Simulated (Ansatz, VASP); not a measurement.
# One calculation of MgS, two programs

```
Mg S
1.0
     0.00000    2.94411    2.65687
     2.94411    0.00000    2.65687
     2.94411    2.94411    0.00000
Mg S
1 1
Direct
  0.00000 0.00000 0.00000
  0.25000 0.25000 0.25000
```

Change from the starting cell: epitaxial_xy strain +4.0%.

Alike in both runs: task single point; functional HSE06; k mesh 6 × 6 × 6; no spin polarisation.

```csv
,VASP,Ansatz
version,VASP 6.6.1,Ansatz 0.2.0
potentials or method,"VASP PAW PBE potentials, release 64 (Mg, S)","plane waves, PAW"
plane-wave cutoff (eV),520,420
occupations,"gaussian, width 0.01 eV",fixed
valence electrons in the cell,8,16
```

Ansatz gave:

* gap on the k mesh at the Fermi level (eV): 4.25
* pressure (GPa): -1.1
* traceless stress, the component that is largest in VASP (GPa): 1.21

Problem. Which values does VASP return?

Solution. gap on the k mesh at the Fermi level (eV): 4.24; pressure (GPa): -1.3; traceless stress, the component that is largest in VASP (GPa): 1.23.

VASP's potentials hold 8 valence electrons a cell and Ansatz's 16, so a difference there can come from the potentials and not from the codes. Ansatz's warnings: stress exchange threshold loose, stress scf threshold loose.
